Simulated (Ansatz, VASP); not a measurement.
# Fe: VASP beside Ansatz

Contents of INCAR:

```
ALGO = Normal
EDIFF = 1E-7
EDIFFG = -0.01
ENCUT = 600
GGA = PE
IBRION = 2
ISIF = 3
ISMEAR = -1
ISPIN = 2
LASPH = T
LCHARG = F
LMAXMIX = 4
LORBIT = 11
LREAL = F
LWAVE = F
MAGMOM = 3
NELM = 150
NSW = 60
PREC = Accurate
SIGMA = 0.05
```

KPOINTS

```
k-points
0
Gamma
  13 13 13
```

File POSCAR:

```
Fe
1.0
    0.0000000000      1.9417396906      1.9651051623
    1.4984397099      0.0000000000      1.9651051623
    1.4984397099      1.9417396906      0.0000000000
Fe
1
Direct
    0.0000000000      0.0000000000      0.0000000000
```

The input input.yaml:

```yaml
crystal:
  lattice:
    - [0.0, 1.9417396906, 1.9651051623]
    - [1.4984397099, 0.0, 1.9651051623]
    - [1.4984397099, 1.9417396906, 0.0]
  atoms:
    - { symbol: Fe, position: [0.0, 0.0, 0.0], spin: 3.0 }
hamiltonian:
  xc: pbe
  pseudopotentials: { kind: paw }
magnetization:
  spin_polarized: true
kpoints:
  mp_grid: { grid: [13, 13, 13] }
scf:
  occupations: { method: fermi_dirac, width: 0.05 }
output:
  forces: true
  stress: true
  eigenvalues: true
  write_density: true
  write_potential: true
  elf: true
  volumetric_format: npy
relax:
  f_tol: 0.01
  max_steps: 40
  cell: { stress_tol: 0.05 }
```

Alike in both runs: task relaxation of cell and atoms; functional PBE; k mesh 13 × 13 × 13; occupations fermi-dirac, width 0.05 eV; collinear spin.

```csv
,VASP,Ansatz
version,VASP 6.6.1,Ansatz 0.2.0
potentials or method,"VASP PAW PBE potentials, release 64 (Fe)",Ansatz PAW
plane-wave cutoff (eV),600,420
valence electrons in the cell,8,16
```

VASP gave:

- gap on the k mesh at the Fermi level, each at its own relaxed structure (eV): none
- net moment per atom (μB): 2.13
- size of the moment on the site where the two differ most (μB): 2.13
- relaxed volume (Å³/atom): 11.29
- relaxed cell length with the largest relative difference (Å): 2.447

Problem. Which values does Ansatz return?

Solution. gap on the k mesh at the Fermi level, each at its own relaxed structure (eV): none; net moment per atom (μB): 2.12; size of the moment on the site where the two differ most (μB): 2.16; relaxed volume (Å³/atom): 11.31; relaxed cell length with the largest relative difference (Å): 2.449.

Site moments also hang on the region over which each program counts them. A gap of «none» marks a metal or a gap that the smearing closes. VASP's potentials hold 8 valence electrons a cell and Ansatz's 16, so a difference there can come from the potentials and not from the codes.

Noted on Ansatz's run: the plane-wave basis is chosen anew once the cell has moved, so the energies of steps on either side of that aren't comparable.
